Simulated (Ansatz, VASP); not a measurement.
NaI in VASP and in Ansatz

```xyz
4
Lattice="4.6222 0.0000 0.0000 0.0000 4.2697 0.0000 0.0000 0.0000 7.7984" Properties=species:S:1:pos:R:3 pbc="T T T"
Na    1.1556    2.1349    2.1448
Na    3.4667    2.1349    5.6536
I     1.1556    0.0000    5.7897
I     3.4667    0.0000    2.0087
```

Alike in both runs: task single point; functional PBE; dispersion D3(BJ); k mesh 6 × 6 × 4; occupations gaussian, width 0.05 eV; no spin polarisation.

|  | VASP | Ansatz |
| --- | --- | --- |
| version | VASP 6.6.1 | Ansatz 0.2.0 |
| potentials or method | VASP PAW PBE potentials, release 64 (Na_pv, I), cutoff 520 eV | scalar-relativistic, plane waves, PAW |
| valence electrons in the cell | 28 | 52 |

|  | VASP | Ansatz | Ansatz less VASP |
| --- | --- | --- | --- |
| gap on the k mesh at the Fermi level (eV) | 2.75 | 2.75 | +0.001 |
| least direct gap on the mesh (eV) | 2.97 | 2.97 | +0.001 |
| pressure (GPa) | -0.8 | -0.9 | -0.01 |
| traceless stress, the component that is largest in VASP (GPa) | -0.05 | -0.04 | +0.012 |
| rms of the force components (eV/Å) | 0.012 | 0.012 | -0.0001 |

Atom by atom the forces differ by 0.000 eV/Å (rms over components). VASP's potentials hold 28 valence electrons a cell and Ansatz's 52, so a difference there can come from the potentials and not from the codes.

Spin-orbit coupling is off throughout.
